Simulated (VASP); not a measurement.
Write the native input for VASP 6.6.1 that does the following.

- Task: single point
- Functional: PBEsol
- Potentials or basis: VASP PAW PBE potentials, release 64 (Zn, Se)
- Cutoff: 520 eV
- k mesh: 8 × 8 × 8
- Occupations: gaussian, width 0.02 eV
- Spin: no spin polarisation
- Dipole correction: no
- Further INCAR settings: ALGO = Normal; EDIFF = 1e-07; NBANDS = 16

The structure of ZnSe lies in POSCAR:

```
ZnSe
1.0
    0.0000000000      2.9976219780      2.8275939780
    2.9976219780      0.0000000000      2.8275939780
    2.9976219780      2.9976219780      0.0000000000
Zn Se
1 1
Direct
    0.0000000000      0.0000000000      0.0000000000
    0.7500000000      0.7500000000      0.7500000000
```

This cell differs from its parent crystal: strained.

The input as run:

INCAR

```
SYSTEM = ZnSe
PREC = Accurate
ENCUT = 520
EDIFF = 1E-7
ISMEAR = 0
SIGMA = 0.02
LREAL = .FALSE.
LASPH = .TRUE.
NELM = 60
ALGO = Normal
ISIF = 2
LWAVE = .FALSE.
LCHARG = .FALSE.
GGA = PS
NBANDS = 16
```

KPOINTS

```
Automatic mesh
0
G
  8 8 8
  0 0 0
```

Potentials or basis: VASP PAW PBE potentials, release 64 (Zn, Se).

Run with:

```console
$ cat potpaw_PBE.64/Zn/POTCAR potpaw_PBE.64/Se/POTCAR > POTCAR
$ mpirun -np 1 vasp_std > vasp.out
```

Results of the run:

- Pressure: -6.1 GPa
- Band gap on the k mesh: 0.63 eV

Caveat: the cell differs from its parent crystal (strained); the cell stands under tension; the PAW data sets were made with another functional, which shifts forces and pressure a little.

It took 49 s on 1 thread of Intel Xeon 8259CL (shared host), peak memory 0.21 GiB.
